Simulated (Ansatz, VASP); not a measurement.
## One calculation of Be, two programs

The input INCAR:

```
SYSTEM = Be
ALGO = Normal
EDIFF = 1E-6
ENCUT = 520
GGA = PS
ISIF = 2
ISMEAR = 0
LASPH = .True.
LCHARG = .False.
LREAL = .False.
LWAVE = .False.
NBANDS = 9
NELM = 100
PREC = Accurate
SIGMA = 0.15
```

Contents of KPOINTS:

```
k-points
0
Gamma
  24 24 14
  0 0 0
```

Contents of POSCAR:

```
Be
1.0
    2.2995019849      0.0000000000      0.0000000000
   -1.1497509925      1.9914271350      0.0000000000
    0.0000000000      0.0000000000      3.4928730000
Be
2
Direct
    0.3333333333      0.6666666667      0.2500000000
    0.6666666667      0.3333333333      0.7500000000
```

Input for Ansatz:

```yaml
crystal:
  lattice:
    - [2.2995019849, 0.0, 0.0]
    - [-1.1497509925, 1.991427135, 0.0]
    - [0.0, 0.0, 3.492873]
  atoms:
    - { symbol: Be, position: [0.3333333333, 0.6666666667, 0.25] }
    - { symbol: Be, position: [0.6666666667, 0.3333333333, 0.75] }
basis:
  ecutwfc: 420
kpoints:
  mp_grid: { grid: [24, 24, 14] }
hamiltonian:
  xc: pbesol
scf:
  occupations: { method: gaussian, width: 0.15 }
output:
  forces: true
  stress: true
  eigenvalues: true
  write_density: true
  write_potential: true
  elf: true
  volumetric_format: npy
```

Change from the starting cell: strain +0.000 along x and y, -0.030 along z, atoms carried along.

Alike in both runs: task single point; functional PBEsol; k mesh 24 × 24 × 14; occupations gaussian, width 0.15 eV; no spin polarisation.

|  | VASP | Ansatz |
| --- | --- | --- |
| version | VASP 6.6.1 | Ansatz 0.2.0 |
| potentials or method | VASP PAW PBE potentials, release 64 (Be), cutoff 520 eV | scalar-relativistic, plane waves, PAW |
| valence electrons in the cell | 4 | 4 |

|  | VASP | Ansatz | Ansatz less VASP |
| --- | --- | --- | --- |
| gap on the k mesh at the Fermi level (eV) | none | none | - |
| pressure (GPa) | -1.5 | -1.9 | -0.36 |
| traceless stress, the component that is largest in VASP (GPa) | 7.61 | 7.54 | -0.068 |

VASP's potentials were made for PBE, not for PBEsol. A gap of «none» marks a metal or a gap that the smearing closes. The functional is the same, so the differences come from potentials, cutoffs and numerics.
